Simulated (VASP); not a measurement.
# Zr2B3 in VASP: further runs

Zr2B3 is run at these levels: PBE; tasks: single point.

All numbers are computed with VASP 6.6.1; they aren't measurements. Logs are shortened: lines on timing, memory, paths and dates and some standing lists are left out, and cuts for length are marked.

## (1) The cell of the first run

It takes space group P-62m (No. 189, hexagonal). Conventional cell: a = 4.050 Å, b = 4.050 Å, c = 4.425 Å, α = 90.00°, β = 90.00°, γ = 120.00°. Zr (site symmetry -6) has 3 Zr at 2.34 Å and 6 B at 2.50 Å within 3.1 Å. B (site symmetry m2m) has 4 B at 2.03 Å and 4 Zr at 2.50 Å within 2.7 Å.

The cell was generated, and may not be a known phase.

## (2) Single point, PBE

The input, INCAR:

```
SYSTEM = Zr2B3
PREC = Accurate
ENCUT = 520
EDIFF = 1E-6
ISMEAR = 0
SIGMA = 0.1
LREAL = .FALSE.
LASPH = .TRUE.
NELM = 100
ALGO = Normal
ISIF = 2
LWAVE = .FALSE.
LCHARG = .TRUE.
GGA = PE
LELF = .TRUE.
LVHAR = .TRUE.
NBANDS = 24
```

The input, KPOINTS:

```
regular mesh
0
G
  6 6 4
  0 0 0
```

The input, POSCAR:

```
Zr2B3
1.0
    4.0502077400      0.0000000000      0.0000000000
   -2.0251038700      3.5075827900      0.0000000000
    0.0000000000      0.0000000000      4.4254018000
Zr B
2 3
Direct
    0.3333333300      0.6666666700      0.5000000000
    0.6666666700      0.3333333300      0.5000000000
    0.5099581800      0.0000000000      0.0000000000
    0.0000000000      0.5099581800      0.0000000000
    0.4900418200      0.4900418200      0.0000000000
```

Potentials or basis: VASP PAW PBE potentials, release 64 (Zr_sv, B).

Launch:

```sh
$ cat potpaw_PBE.64/Zr_sv/POTCAR potpaw_PBE.64/B/POTCAR > POTCAR
$ mpirun -np 1 vasp_std > vasp.out
```

OUTCAR:

```text
SYSTEM = Zr2B3
   PREC = Accurate
   ENCUT = 520
   EDIFF = 1E-6
   ISMEAR = 0
   LREAL = .FALSE.
   LASPH = .TRUE.
   NELM = 100
   ISIF = 2
   GGA = PE

 ion  position               nearest neighbor table
   1  0.333  0.667  0.500-   2 2.34   2 2.34   2 2.34   4 2.50   4 2.50   3 2.50   3 2.50   5 2.50
                             5 2.50
   2  0.667  0.333  0.500-   1 2.34   1 2.34   1 2.34   3 2.50   3 2.50   4 2.50   4 2.50   5 2.50
                             5 2.50
   3  0.510  0.000  0.000-   4 2.03   5 2.03   5 2.03   4 2.03   2 2.50   2 2.50   1 2.50   1 2.50

   4  0.000  0.510  0.000-   3 2.03   3 2.03   5 2.03   5 2.03   1 2.50   1 2.50   2 2.50   2 2.50

   5  0.490  0.490  0.000-   3 2.03   3 2.03   4 2.03   4 2.03   1 2.50   1 2.50   2 2.50   2 2.50

  LATTYP: Found a hexagonal cell.
 ALAT       =     4.0502077400
 C/A-ratio  =     1.0926357570

  Lattice vectors:

 A1 = (   4.0502077400,   0.0000000000,   0.0000000000)
 A2 = (  -2.0251038700,   3.5075827900,   0.0000000000)
 A3 = (   0.0000000000,   0.0000000000,   4.4254018000)

Analysis of symmetry for initial positions (statically):
=====================================================================
 Subroutine PRICEL returns:
 Original cell was already a primitive cell.

 Routine SETGRP: Setting up the symmetry group for a
 hexagonal supercell.

 Subroutine GETGRP returns: Found 12 space group operations
 (whereof 12 operations were pure point group operations)
 out of a pool of 24 trial point group operations.

The static configuration has the point symmetry D_3h.

Analysis of symmetry for dynamics (positions and initial velocities):
=====================================================================
 Subroutine PRICEL returns:
 Original cell was already a primitive cell.

 Routine SETGRP: Setting up the symmetry group for a
 hexagonal supercell.

 Subroutine GETGRP returns: Found 12 space group operations
 (whereof 12 operations were pure point group operations)
 out of a pool of 24 trial point group operations.

The dynamic configuration has the point symmetry D_3h.

 Subroutine INISYM returns: Found 12 space group operations
 (whereof 12 operations are pure point group operations),
 and found     1 'primitive' translations

----------------------------------------------------------------------------------------

                                     Primitive cell

  volume of cell :      62.8692
[... 91 lines left out ...]
   EDIFF  = 0.1E-05   stopping-criterion for ELM
   LREAL  =      F    real-space projection
   EDIFFG = 0.1E-04   stopping-criterion for IOM
   NSW    =      0    number of steps for IOM
   IBRION =     -1    ionic relax: 0-MD 1-quasi-New 2-CG
   NFREE  =      0    steps in history (QN), initial steepest desc. (CG)
   ISIF   =      2    stress and relaxation
   ISYM   =      2    0-nonsym 1-usesym 2-fastsym
   POTIM  = 0.5000    time-step for ionic-motion
   TEBEG  =    0.0;   TEEND  =   0.0 temperature during run
   PSTRESS=    0.0 pullay stress
   NELECT =      33.0000    total number of electrons
   NUPDOWN=      -1.0000    fix difference up-down
   EMIN   =  10.00;   EMAX   =-10.00  energy-range for DOS
   EFERMI =   0.00;   METHOD = LEGACY
   ISMEAR =     0;   SIGMA  =   0.10  broadening in eV -4-tet -1-fermi 0-gaus
   EFERMI_NEDOS =   21; number of points for ismear=-14 and -15
   IALGO  =     38    algorithm
   IMIX   =      4    mixing-type and parameters
     AMIX     =   0.40;   BMIX     =  1.00
     AMIX_MAG =   1.60;   BMIX_MAG =  1.00
  volume/ion in A,a.u.               =      12.57        84.85
  Fermi-wavevector in a.u.,A,eV,Ry     =   1.320586  2.495547 23.727860  1.743949
  Thomas-Fermi vector in A             =   2.450402
   LORBIT       =      0    0 simple, 1 ext, 2 COOP (PROOUT), +10 PAW based schemes
   GGA     = PE    functional components
   LHFCALC =     F    Hartree Fock is set to
   AEXX    =    0.0000 exact exchange contribution
   IVDW    =     0    specifies the selected vdW correction
   LEPSILON=     F    determine dielectric tensor
   LRPA    =     F    only Hartree local field effects (RPA)
 non-spin polarized calculation
 Gauss-broadening in eV      SIGMA  =   0.10
  energy-cutoff  :      520.00
  volume of cell :       62.87
 maximum number of plane-waves:      1714
   NGX = 15   NGY = 15   NGZ = 17

 number of electron      33.0000001 magnetization

 Free energy of the ion-electron system (eV)
  ---------------------------------------------------
  ext. energy  EPLUGINS =         0.00000000
  ---------------------------------------------------
  free energy    TOTEN  =       -30.97865675 eV

  energy without entropy =      -30.95320893  energy(sigma->0) =      -30.96593284

 E-fermi :   8.2207     XC(G=0): -11.5493

 val. band max:        8.2051343098   @ k =   0.3333   0.1667   0.2500
 cond. band min:       8.2284179486   @ k =   0.1667   0.0000   0.0000
 fundamental gap:      0.0232836388
 Fermi energy:         8.2207213860

 k-point     1 :       0.0000    0.0000    0.0000
  band No.  band energies     occupation
      1     -40.4998      2.00000
      2     -38.7632      2.00000
      3     -19.9063      2.00000
      4     -19.9063      2.00000
      5     -18.3914      2.00000
      6     -16.9728      2.00000
[... 556 lines left out ...]
     23      13.3484      0.00000
     24      13.3484      0.00000

------------------------ aborting loop because EDIFF is reached ----------------------------------------

  FORCE on cell =-STRESS in cart. coord.  units (eV):
  Direction    XX          YY          ZZ          XY          YZ          ZX
  --------------------------------------------------------------------------------------
  -------------------------------------------------------------------------------------
  Total        8.3315017      8.3315017      4.2916938     -0.0000000      0.0000000      0.0000000
  in kB      212.3224582    212.3224578    109.3707956     -0.0000000      0.0000000      0.0000000
  external PRESSURE =     178.0052372 kB  Pullay stress =       0.0000000 kB

 VOLUME and BASIS-vectors are now :
 -----------------------------------------------------------------------------
  energy-cutoff  :      520.00
  volume of cell :       62.87
      direct lattice vectors                 reciprocal lattice vectors
     4.050207740  0.000000000  0.000000000     0.246900916  0.142548310  0.000000000
    -2.025103870  3.507582790  0.000000000     0.000000000  0.285096621  0.000000000
     0.000000000  0.000000000  4.425401800     0.000000000  0.000000000  0.225968182

 POSITION                                       TOTAL-FORCE (eV/Angst)
 -----------------------------------------------------------------------------------
     -0.00000      2.33839      2.21270         0.000000      0.000000      0.000000
      2.02510      1.16919      2.21270        -0.000000      0.000000      0.000000
      2.06544      0.00000      0.00000        -0.205513      0.000000      0.000000
     -1.03272      1.78872      0.00000         0.102757     -0.177980     -0.000000
      0.99239      1.71886      0.00000         0.102757      0.177980      0.000000
 -----------------------------------------------------------------------------------
    total drift:                                0.000000      0.000000     -0.000000

  FREE ENERGIE OF THE ION-ELECTRON SYSTEM (eV)
  ---------------------------------------------------
  free  energy   TOTEN  =       -30.9786567512 eV

  energy  without entropy=      -30.9532089268  energy(sigma->0) =      -30.96593284
```

OSZICAR:

```text
N       E                     dE             d eps       ncg     rms          rms(c)
DAV:   1     0.269811014103E+03    0.26981E+03   -0.16953E+04  1008   0.134E+03
DAV:   2    -0.124301452853E+02   -0.28224E+03   -0.27012E+03  1160   0.374E+02
DAV:   3    -0.316984790905E+02   -0.19268E+02   -0.18778E+02  1824   0.779E+01
DAV:   4    -0.323109350779E+02   -0.61246E+00   -0.60792E+00  1304   0.125E+01
DAV:   5    -0.323260461603E+02   -0.15111E-01   -0.15110E-01  1544   0.165E+00    0.343E+01
DAV:   6    -0.313270375784E+02    0.99901E+00   -0.94897E+00  1232   0.132E+01    0.177E+01
DAV:   7    -0.310910912598E+02    0.23595E+00   -0.24351E+00  1144   0.765E+00    0.113E+01
DAV:   8    -0.309846541038E+02    0.10644E+00   -0.32454E-01  1520   0.324E+00    0.608E-01
DAV:   9    -0.309816513858E+02    0.30027E-02   -0.97995E-02  1392   0.129E+00    0.485E-01
DAV:  10    -0.309787973159E+02    0.28541E-02   -0.11387E-02  1200   0.704E-01    0.930E-02
DAV:  11    -0.309786579211E+02    0.13939E-03   -0.91998E-04  1480   0.164E-01    0.291E-02
DAV:  12    -0.309786567686E+02    0.11524E-05   -0.45744E-05  1328   0.415E-02    0.637E-03
DAV:  13    -0.309786567512E+02    0.17460E-07   -0.68672E-07   928   0.496E-03
   1 F= -.30978657E+02 E0= -.30965933E+02  d E =-.254478E-01
```

stdout:

```text
POSCAR found type information on POSCAR ZrB
 POSCAR found :  2 types and       5 ions
 scaLAPACK will be used
 LDA part: xc-table for (Slater+PW92), standard interpolation
 POSCAR, INCAR and KPOINTS ok, starting setup
 FFT: planning ... GRIDC
 FFT: planning ... GRID_SOFT
 FFT: planning ... GRID
 WAVECAR not read
 entering main loop
```

It took 47 s on 1 thread of Intel Xeon 8259CL, shared host; peak memory 0.18 GiB.

What came out:

```
Free energy            : -30.9787 eV
Pressure               : 17.8 GPa
Largest force          : 0.206 eV/Å
Band gap on the k mesh : zero (an odd number of electrons rules out a gap without spin polarisation)
```

Forces in eV/Å, atoms in the order of the input:
```
Zr   0.000  0.000  0.000
Zr   0.000  0.000  0.000
B   -0.206  0.000  0.000
B    0.103 -0.178  0.000
B    0.103  0.178  0.000
```

Caveat: the stress differs along the axes, from 11 to 21 GPa.

## (3) Single point, PBE

This run uses another cell than the first one, of 19.46 Å³/atom.

The input, INCAR:

```
ALGO = Normal ; EDIFF = 1E-6
ENCUT = 520 ; GGA = PE
ISIF = 2 ; ISMEAR = 0
LASPH = T ; LCHARG = T
LELF = T ; LREAL = F
LVHAR = T ; LWAVE = F
NBANDS = 24 ; NELM = 100
PREC = Accurate ; SIGMA = 0.1
```

The input, KPOINTS:

```
k-points
0
Gamma
  6 6 4
```

The input, POSCAR:

```
Zr2B3
1.0
    5.6042608532      0.0000000000      0.0000000000
   -2.8021304266      4.8534322683      0.0000000000
    0.0000000000      0.0000000000      3.5777914135
Zr B
2 3
Direct
    0.3333333333      0.6666666667      0.5000000000
    0.6666666667      0.3333333333      0.5000000000
    0.5000465388      0.0000000000      0.0000000000
    0.0000000000      0.5000465388      0.0000000000
    0.4999534612      0.4999534612      0.0000000000
```

Potentials or basis: VASP PAW PBE potentials, release 64 (Zr_sv, B).

Launch:

```sh
$ cat potpaw_PBE.64/Zr_sv/POTCAR potpaw_PBE.64/B/POTCAR > POTCAR
$ mpirun -np 1 vasp_std > vasp.out
```

It took 1.7 min on 1 thread of Intel Xeon 8259CL, shared host; peak memory 0.23 GiB.

It converged, with:

```
Free energy            : -33.6940 eV
Pressure               : 0.0 GPa
Band gap on the k mesh : zero (an odd number of electrons rules out a gap without spin polarisation)
```

Stress tensor (GPa, compression positive):
```
-0.22  0.00  0.00
 0.00 -0.22  0.00
 0.00  0.00  0.37
```

Levels at points of the mesh, in eV from the Fermi level:
| k point | band 13 | band 14 | band 15 | band 16 | band 17 | band 18 | band 19 | band 20 | band 21 | band 22 |
| --- | --- | --- | --- | --- | --- | --- | --- | --- | --- | --- |
| (0.00, 0.00, 0.00) | -1.08 | -1.08 | -0.68 | -0.68 | -0.05 | 2.10 | 3.53 | 3.53 | 3.60 | 3.60 |
| (0.50, 0.00, 0.00) | -0.96 | -0.76 | -0.26 | -0.23 | -0.22 | 0.68 | 1.67 | 3.89 | 3.98 | 3.99 |
| (0.00, 0.00, 0.50) | -1.45 | -1.45 | -0.78 | -0.44 | -0.44 | 2.17 | 2.17 | 3.66 | 3.93 | 3.93 |
| (0.50, 0.00, 0.50) | -1.24 | -1.12 | -0.59 | -0.17 | 0.00 | 1.74 | 2.27 | 2.66 | 3.59 | 4.15 |

Caveat: the k points lie up to 0.44 Å⁻¹ apart, too coarse for converged energies and pressures of a metal.

The gap in the log of VASP goes by the Fermi energy; the results here count the filled bands.